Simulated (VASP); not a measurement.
# Na2LiSCl in VASP: a series of runs, part 2 of 2

VASP 6.6.1. The steps go on from the part before.

### Step 5. Single point, PBE+D3(BJ)

Input file INCAR:

```
SYSTEM = Na2LiSCl
ALGO     = Normal         ! electronic algorithm
EDIFF    = 1E-6           ! SCF threshold, eV
ENCUT    = 650            ! plane-wave cutoff, eV
GGA      = PE             ! functional
GGA_COMPAT= .FALSE.      
ISIF     = 2              ! what is computed and relaxed
ISMEAR   = -1             ! smearing method
ISYM     = -1           
IVDW     = 12             ! dispersion correction
LASPH    = .TRUE.         ! aspherical terms in the spheres
LCHARG   = .TRUE.         ! write CHGCAR
LELF     = .TRUE.         ! ELF
LREAL    = Auto         
LVHAR    = .TRUE.       
LWAVE    = .FALSE.        ! write WAVECAR
NBANDS   = 76             ! bands
NELM     = 120            ! most SCF steps
PREC     = Accurate       ! precision mode
SIGMA    = 0.112          ! smearing width, eV
```

Input file KPOINTS:

```
explicit points
1
Reciprocal
  0.25000000   0.25000000   0.25000000 1
```

Input file POSCAR:

```
Na2LiSCl
1.0
    7.4085490000      0.0137370000      0.1666930000
    0.0137370000      7.2540610000      0.1094660000
    0.1666930000      0.1094660000      7.7222800000
Na S Li Cl
8 4 4 4
Direct
   -0.0041502994      0.9845150248      0.7495840483
    0.0891271778      0.6028314477      0.3410151634
    0.6720667846      0.8546357153      0.9865091163
    0.1578447294      0.1020672115      0.3988079297
    0.9137978383      0.2785331924      0.9661757127
    0.5034517989      0.3419422081      0.8018238219
    0.2785326921      0.8649116638      0.9422087945
    0.6660508968      0.9052263930      0.4990863405
    0.2123373927      0.2670499254      0.6646143310
    0.7860359587      0.4350824518      0.3145504401
    0.3093970224      0.7974579404      0.6002070828
    0.7294858020      0.1397263497      0.7347175366
    0.5555317671      0.2918907002      0.2561774030
    0.1826124246      0.5650914204      0.6846492862
    0.9064146569      0.4068619832      0.6289618439
    0.4686631575      0.5711300293      0.3925684918
    0.4621601492     -0.0285445612      0.2057195281
    0.8866331673      0.6131285432      0.8554479672
    0.9946904947      0.9662937854      0.1429199332
    0.2763124182      0.4981697016      0.0796767288
```

The run is started by

```
$ cat potpaw_PBE.64/Na_pv/POTCAR potpaw_PBE.64/S/POTCAR potpaw_PBE.64/Li_sv/POTCAR potpaw_PBE.64/Cl/POTCAR > POTCAR
$ mpirun -np 1 vasp_std > vasp.out
```

It took 3.9 min on 1 thread of Intel Xeon 8259CL, shared host; peak memory 0.52 GiB.

It converged, with:

```yaml
Free_energy: -68.5651 eV
Pressure: 3.1 GPa
Largest_force: 2.267 eV/Å
Dispersion_energy_per_atom: -0.231 eV
```

Forces on the atoms (eV/Å):
```
Na   1.817 -1.352 -0.104
Na  -0.181  0.533 -0.161
Na   0.685 -0.105 -0.308
Na   0.077 -0.301 -0.566
Na   0.563  0.393  1.120
Na  -1.215  1.391  0.567
Na   0.007 -0.066  0.032
Na  -0.319  0.002 -0.173
S   -0.496  0.753 -0.168
S   -0.134  0.945  0.691
S    0.775  0.477 -0.914
S   -0.556 -0.651 -0.402
Li  -0.742 -1.197 -0.589
Li  -0.479 -0.906  1.214
Li  -0.633 -0.882 -0.468
Li   0.184  0.478  0.337
Cl  -0.065  0.695  0.421
Cl  -0.017  0.315 -0.814
Cl  -0.252 -0.254 -0.025
Cl   0.983 -0.267  0.310
```

Stress tensor (GPa, compression positive):
```
 4.71 -0.01  0.05
-0.01  3.51  0.96
 0.05  0.96  1.11
```

Levels at points of the mesh, in eV from the Fermi level:
```
           k point  band 56  band 57  band 58  band 59  band 60  band 61  band 62  band 63  band 64  band 65
(0.25, 0.25, 0.25)    -2.28    -2.16    -1.87    -1.60    -1.54     1.48     2.13     2.48     2.63     3.04
```

Caveat: the atoms stand as in a frame of molecular dynamics.

### Step 6. Single point, PBE+D3(BJ)

Input file INCAR:

```
  ALGO = Normal
  EDIFF = 1E-6
  ENCUT = 650
  GGA = PE
  GGA_COMPAT = False
  ISIF = 2
  ISMEAR = -1
  ISYM = -1
  IVDW = 12
  LASPH = True
  LCHARG = True
  LELF = True
  LREAL = Auto
  LVHAR = True
  LWAVE = False
  NBANDS = 76
  NELM = 120
  PREC = Accurate
  SIGMA = 0.112
```

KPOINTS is that of step 5.

Input file POSCAR:

```
Na2LiSCl
1.0
    7.4085490000      0.0137370000      0.1666930000
    0.0137370000      7.2540610000      0.1094660000
    0.1666930000      0.1094660000      7.7222800000
Na S Li Cl
8 4 4 4
Direct
   -0.0214065804      1.0016239340      0.7143034909
    0.0906603585      0.6256945347      0.3629554063
    0.6432399082      0.7427211051      0.9221914644
    0.1094074345      0.1466823155      0.3429339289
    0.8741811732      0.2546196402      0.9525968916
    0.4147866694      0.3991684374      0.8345776887
    0.3317088783      0.9900795636      0.8511023172
    0.6609983077      0.7961606285      0.4220680537
    0.1807033209      0.2534634710      0.6567628199
    0.7350059628      0.4416083862      0.3247223032
    0.3332988629      0.7479441346      0.5925775755
    0.6738874845      0.1347865366      0.7154828795
    0.5324140021      0.2535354246      0.2154257297
    0.1476246404      0.5687016242      0.7330203662
    0.8254983852      0.3485694204      0.6038613852
    0.4288160085      0.4379241247      0.5133378446
    0.4661193458     -0.0255793982      0.1602729042
    0.8580292599      0.6354441052      0.7268096992
    0.9853774205      0.9045886801      0.0830614504
    0.3226172677      0.5147148307      0.1426966111
```

Potentials or basis: VASP PAW PBE potentials, release 64 (Na_pv, S, Li_sv, Cl).

The run is started by

```
$ cat potpaw_PBE.64/Na_pv/POTCAR potpaw_PBE.64/S/POTCAR potpaw_PBE.64/Li_sv/POTCAR potpaw_PBE.64/Cl/POTCAR > POTCAR
$ mpirun -np 1 vasp_std > vasp.out
```

OUTCAR:

```text
EDIFF = 1E-6
   ENCUT = 650
   GGA = PE
   ISIF = 2
   ISMEAR = -1
   ISYM = -1
   IVDW = 12
   LASPH = True
   LREAL = Auto
   NELM = 120
   PREC = Accurate
 IVDW          = 12

 ion  position               nearest neighbor table
   1  0.979  0.002  0.714-   9 2.39  12 2.45   5 2.72
   2  0.091  0.626  0.363-  20 2.51  11 2.75
   3  0.643  0.743  0.922-  18 2.29
   4  0.109  0.147  0.343-   9 2.64
   5  0.874  0.255  0.953-  12 2.58   1 2.72
   6  0.415  0.399  0.835-  14 2.47  16 2.49   9 2.51  20 2.61
   7  0.332  0.990  0.851-  17 2.63   9 2.67  11 2.70
   8  0.661  0.796  0.422-  11 2.73  10 2.75
   9  0.181  0.253  0.657-   1 2.39  14 2.39  16 2.48   6 2.51   4 2.64   7 2.67
  10  0.735  0.442  0.325-  13 2.24  15 2.37  16 2.64   8 2.75
  11  0.333  0.748  0.593-  14 2.14  16 2.44   7 2.70   8 2.73   2 2.75
  12  0.674  0.135  0.715-  15 2.06   1 2.45   5 2.58
  13  0.532  0.254  0.215-  17 2.14  10 2.24  20 2.51
  14  0.148  0.569  0.733-  11 2.14  18 2.20   9 2.39   6 2.47
  15  0.825  0.349  0.604-  12 2.06  18 2.33  10 2.37
  16  0.429  0.438  0.513-  11 2.44   9 2.48   6 2.49  10 2.64
  17  0.466  0.974  0.160-  13 2.14   7 2.63
  18  0.858  0.635  0.727-  14 2.20   3 2.29  15 2.33
  19  0.985  0.905  0.083-
  20  0.323  0.515  0.143-   2 2.51  13 2.51   6 2.61

IMPORTANT INFORMATION: All symmetrisations will be switched off!
NOSYMM: (Re-)initialisation of all symmetry stuff for point group C_1.

----------------------------------------------------------------------------------------

                                     Primitive cell

  volume of cell :     414.7200

  direct lattice vectors                    reciprocal lattice vectors
     7.408549000  0.013737000  0.166693000     0.135045112 -0.000211790 -0.002912079
     0.013737000  7.254061000  0.109466000    -0.000211790  0.137883644 -0.001949977
     0.166693000  0.109466000  7.722280000    -0.002912079 -0.001949977  0.129585936

  length of vectors
     7.410436799  7.254899896  7.724854546     0.135076672  0.137897595  0.129633319

  position of ions in fractional coordinates (direct lattice)
     0.978593420  0.001623934  0.714303491
     0.090660359  0.625694535  0.362955406
     0.643239908  0.742721105  0.922191464
     0.109407434  0.146682316  0.342933929
     0.874181173  0.254619640  0.952596892
     0.414786669  0.399168437  0.834577689
[... 12 lines left out ...]
     0.985377421  0.904588680  0.083061450
     0.322617268  0.514714831  0.142696611

  ion indices of the primitive-cell ions
   primitive index   ion index
                 1           1
                 2           2
                 3           3
                 4           4
                 5           5
                 6           6
[... 12 lines left out ...]
                19          19
                20          20

----------------------------------------------------------------------------------------

 KPOINTS: explicit points

Read explicit list of k-points.

 Found      1 k-points:

 Following reciprocal coordinates:
            Coordinates               Weight
  0.250000  0.250000  0.250000      1.000000
   k-points           NKPTS =      1   k-points in BZ     NKDIM =      1   number of bands    NBANDS=     76
   number of dos      NEDOS =    301   number of ions     NIONS =     20
   total plane-waves  NPLWV = 245760
   dimension x,y,z NGX =    64 NGY =   60 NGZ =   64
   dimension x,y,z NGXF=   128 NGYF=  120 NGZF=  128
   ions per type =               8   4   4   4
   NGX,Y,Z   is equivalent  to a cutoff of  14.36, 13.75, 13.77 a.u.
   NGXF,Y,Z  is equivalent  to a cutoff of  28.72, 27.50, 27.55 a.u.
 SYSTEM =  unknown system
   PREC   = accura    normal or accurate (medium, high low for compatibility)
   ISTART =      0    job   : 0-new  1-cont  2-samecut
   ICHARG =      2    charge: 1-file 2-atom 10-const
   ISPIN  =      1    spin polarized calculation?
   LNONCOLLINEAR =      F non collinear calculations
   LSORBIT =      F    spin-orbit coupling
   LASPH  =      T    aspherical Exc in radial PAW
   ENCUT  =  650.0 eV  47.77 Ry    6.91 a.u.  15.40 15.08 16.06*2*pi/ulx,y,z
   NELM   =    120;   NELMIN=  2; NELMDL= -5     # of ELM steps
   EDIFF  = 0.1E-05   stopping-criterion for ELM
   LREAL  =      T    real-space projection
   EDIFFG = 0.1E-04   stopping-criterion for IOM
   NSW    =      0    number of steps for IOM
   IBRION =     -1    ionic relax: 0-MD 1-quasi-New 2-CG
   NFREE  =      0    steps in history (QN), initial steepest desc. (CG)
   ISIF   =      2    stress and relaxation
   ISYM   =     -1    0-nonsym 1-usesym 2-fastsym
   POTIM  = 0.5000    time-step for ionic-motion
   TEBEG  =    0.0;   TEEND  =   0.0 temperature during run
   PSTRESS=    0.0 pullay stress
   NELECT =     120.0000    total number of electrons
   NUPDOWN=      -1.0000    fix difference up-down
   EMIN   =  10.00;   EMAX   =-10.00  energy-range for DOS
   EFERMI =   0.00;   METHOD = LEGACY
   ISMEAR =    -1;   SIGMA  =   0.11  broadening in eV -4-tet -1-fermi 0-gaus
   EFERMI_NEDOS =   21; number of points for ismear=-14 and -15
   IALGO  =     38    algorithm
   IMIX   =      4    mixing-type and parameters
     AMIX     =   0.40;   BMIX     =  1.00
     AMIX_MAG =   1.60;   BMIX_MAG =  1.00
  volume/ion in A,a.u.               =      20.74       139.93
  Fermi-wavevector in a.u.,A,eV,Ry     =   1.082805  2.046205 15.952378  1.172467
  Thomas-Fermi vector in A             =   2.218856
   LORBIT       =      0    0 simple, 1 ext, 2 COOP (PROOUT), +10 PAW based schemes
   GGA     = PE    functional components
   LHFCALC =     F    Hartree Fock is set to
   AEXX    =    0.0000 exact exchange contribution
   IVDW    =    12    specifies the selected vdW correction
   LEPSILON=     F    determine dielectric tensor
   LRPA    =     F    only Hartree local field effects (RPA)
 non-spin polarized calculation
  energy-cutoff  :      650.00
  volume of cell :      414.72
 maximum number of plane-waves:     15610
 NGX is ok and might be reduce to    64
   NGX = 31   NGY = 31   NGZ = 33

 number of electron     120.0000023 magnetization

 Free energy of the ion-electron system (eV)
  ---------------------------------------------------
  ext. energy  EPLUGINS =         0.00000000
  ---------------------------------------------------
  free energy    TOTEN  =       -64.88755135 eV

  energy without entropy =      -64.88752553  energy(sigma->0) =      -64.88753844

 E-fermi :   2.7892     XC(G=0):  -8.0689

 val. band max:        1.3975354855   @ k =   0.2500   0.2500   0.2500
 cond. band min:       4.1740353337   @ k =   0.2500   0.2500   0.2500
 fundamental gap:      2.7764998482
 Fermi energy:         2.7891934813

 k-point     1 :       0.2500    0.2500    0.2500
  band No.  band energies     occupation
      1     -43.8070      2.00000
      2     -43.6464      2.00000
      3     -43.4340      2.00000
      4     -42.6252      2.00000
      5     -22.5239      2.00000
      6     -22.4550      2.00000
[... 64 lines left out ...]
     71       7.3554      0.00000
     72       7.6323      0.00000
 [bands above 72 left out]

------------------------ aborting loop because EDIFF is reached ----------------------------------------

 Edisp (eV)   -4.63108

 E8    (eV) :    -1.9516

  FORCE on cell =-STRESS in cart. coord.  units (eV):
  Direction    XX          YY          ZZ          XY          YZ          ZX
  --------------------------------------------------------------------------------------
  -------------------------------------------------------------------------------------
  Total       7.86313     4.77658     2.05459     2.59872     0.86642    -0.08576
  in kB      30.37742    18.45324     7.93746    10.03957     3.34721    -0.33130
  external pressure =       18.92 kB  Pullay stress =        0.00 kB

 VOLUME and BASIS-vectors are now :
 -----------------------------------------------------------------------------
  energy-cutoff  :      650.00
  volume of cell :      414.72
      direct lattice vectors                 reciprocal lattice vectors
     7.408549000  0.013737000  0.166693000     0.135045112 -0.000211790 -0.002912079
     0.013737000  7.254061000  0.109466000    -0.000211790  0.137883644 -0.001949977
     0.166693000  0.109466000  7.722280000    -0.002912079 -0.001949977  0.129585936

 POSITION                                       TOTAL-FORCE (eV/Angst)
 -----------------------------------------------------------------------------------
      7.36905      0.10342      5.67935        -0.033058     -1.891368      0.103900
      0.74076      4.57980      2.88645        -0.492511      0.163606     -0.110948
      4.92940      5.49753      7.30995        -0.832513      0.948662      1.319661
      0.86973      1.10308      2.68253         0.007947     -0.125148     -0.484928
      6.63870      1.96331      7.52981         0.146000      0.372697      0.876202
      3.21757      2.99265      6.55768         0.935295     -0.153535      0.536651
[... 12 lines left out ...]
      7.32649      6.58457      0.90470         0.080847      0.385017      0.231448
      2.42098      3.75383      1.21206         0.094300     -0.819339     -0.478211
 -----------------------------------------------------------------------------------
    total drift:                                0.000085      0.004675      0.015109

  FREE ENERGIE OF THE ION-ELECTRON SYSTEM (eV)
  ---------------------------------------------------
  free  energy   TOTEN  =       -69.5186337202 eV

  energy  without entropy=      -69.5186079033  energy(sigma->0) =      -69.51862081
```

It took 4 min on 1 thread of Intel Xeon 8259CL, shared host; peak memory 0.53 GiB.

What came out:

```
Free energy                : -69.5186 eV
Pressure                   : 1.9 GPa
Largest force              : 2.010 eV/Å
Dispersion energy per atom : -0.232 eV
```

Forces in eV/Å, atoms in the order of the input:
```
Na  -0.033 -1.891  0.104
Na  -0.493  0.164 -0.111
Na  -0.833  0.949  1.320
Na   0.008 -0.125 -0.485
Na   0.146  0.373  0.876
Na   0.935 -0.154  0.537
Na   0.244 -0.119 -0.123
Na  -0.326  0.205  0.014
S   -0.112  1.362 -0.457
S    0.730 -0.057 -0.366
S    0.383 -0.157  0.288
S   -1.782 -0.654  0.661
Li   0.143  0.445  0.074
Li  -0.619 -0.296  0.189
Li   0.588  0.845 -1.005
Li   0.354  0.099 -0.554
Cl  -0.140 -0.090  0.136
Cl   0.629 -0.463 -0.852
Cl   0.081  0.385  0.231
Cl   0.094 -0.819 -0.478
```

Stress tensor (GPa, compression positive):
```
 3.04  1.00 -0.03
 1.00  1.85  0.33
-0.03  0.33  0.79
```

Caveat: the atoms stand as in a frame of molecular dynamics.

### Step 7. Single point, PBE+D3(BJ)

Input file INCAR:

```
SYSTEM = Na2LiSCl
PREC = Accurate
ENCUT = 650
EDIFF = 1E-6
ISMEAR = -1
SIGMA = 0.112
LREAL = Auto
LASPH = .TRUE.
NELM = 120
ALGO = Normal
ISIF = 2
LWAVE = .FALSE.
LCHARG = .FALSE.
GGA = PE
IVDW = 12
ISYM = -1
NBANDS = 76
GGA_COMPAT = .FALSE.
```

KPOINTS is that of step 6.

Input file POSCAR:

```
Na2LiSCl
1.0
    7.4085490000      0.0137370000      0.1666930000
    0.0137370000      7.2540610000      0.1094660000
    0.1666930000      0.1094660000      7.7222800000
Na S Li Cl
8 4 4 4
Direct
   -0.0178416741      0.9593246633      0.7056845451
    0.0984070006      0.7279679101      0.3728879951
    0.6333729938      0.7613040304      0.9724889862
    0.1380813989      0.1621228069      0.3259591548
    0.9143472698      0.3124654515      0.9843071434
    0.4655301790      0.4285250743      0.7753547465
    0.3779486460      0.9335656532      0.8855893478
    0.6411933315      0.7992585655      0.4859914328
    0.1722443940      0.2750800234      0.6284198650
    0.7455954581      0.5112255848      0.2542266839
    0.3081334176      0.7399393147      0.6203135757
    0.6927135276      0.1578451137      0.7429440309
    0.5964827752      0.2606355542      0.3614355819
    0.1246404929      0.5440054595      0.7236404534
    0.8311368046      0.3614631652      0.5395357829
    0.3903851192      0.5067450643      0.3983764093
    0.5393499155     -0.0362546792      0.2134507942
    0.8246444199      0.6599634079      0.7253123421
    1.0057517909      0.9740233687      0.0873426986
    0.3186513754      0.5179544882      0.1582521794
```

The run is started by

```
$ cat potpaw_PBE.64/Na_pv/POTCAR potpaw_PBE.64/S/POTCAR potpaw_PBE.64/Li_sv/POTCAR potpaw_PBE.64/Cl/POTCAR > POTCAR
$ mpirun -np 1 vasp_std > vasp.out
```

Wall time 3.5 min (1 thread of Intel Xeon 8259CL, shared host); peak memory 0.53 GiB.

The run converged. Its results:

- Free energy: -69.0012 eV
- Pressure: 1.8 GPa
- Largest force: 2.664 eV/Å
- Dispersion energy per atom: -0.231 eV

Forces in eV/Å, atoms in the order of the input:
```
Na   0.679  0.681  0.418
Na  -0.701 -0.343 -1.095
Na   0.921 -0.418  0.907
Na   0.373  0.241 -0.409
Na  -0.347 -0.003 -0.083
Na  -0.021 -0.277  0.240
Na  -0.780  1.294 -0.096
Na  -0.191  0.303 -0.207
S    0.079 -0.402 -0.256
S    0.579 -0.347  0.972
S    0.979  0.621  0.067
S   -0.620 -0.291 -0.655
Li  -0.057 -1.195 -0.333
Li  -0.838  0.042  0.350
Li   0.680  0.329  0.373
Li   0.463  0.360  2.068
Cl  -0.721  1.200  0.164
Cl   0.313 -1.212 -0.131
Cl   0.432 -0.314  0.059
Cl  -1.221 -0.269 -2.352
```

Stress tensor (GPa, compression positive):
```
 2.70 -0.49  1.29
-0.49  2.83  0.70
 1.29  0.70 -0.03
```

Levels at points of the mesh, in eV from the Fermi level:
```
           k point  band 57  band 58  band 59  band 60  band 61  band 62  band 63  band 64
(0.25, 0.25, 0.25)    -2.07    -1.94    -1.80    -1.46     1.45     2.09     2.41     2.71
```

Caveat: the atoms stand as in a frame of molecular dynamics.

### Step 8. Overview

```tsv
cell	smearing	pressure (GPa)	largest force (eV/Å)
as given, atomic positions A	fermi-dirac 0.1551 eV	3.2	3.58
as given, atomic positions B	fermi-dirac 0.1551 eV	4.4	3.75
as given, atomic positions C	fermi-dirac 0.1551 eV	3.8	3.28
as given, atomic positions D	fermi-dirac 0.112 eV	3.1	2.27
as given, atomic positions E	fermi-dirac 0.112 eV	1.9	2.01
as given, atomic positions F	fermi-dirac 0.112 eV	1.8	2.66
```

Alike in all rows: task single point; level PBE+D3(BJ); potentials or basis VASP PAW PBE potentials, release 64 (Na_pv, S, Li_sv, Cl); no spin polarisation; k mesh 1 × 1 × 1, shifted; cutoff (eV) 650.

Caveats: the atoms stand as in a frame of molecular dynamics.

Absolute energies hang on the potentials; compare differences alone.
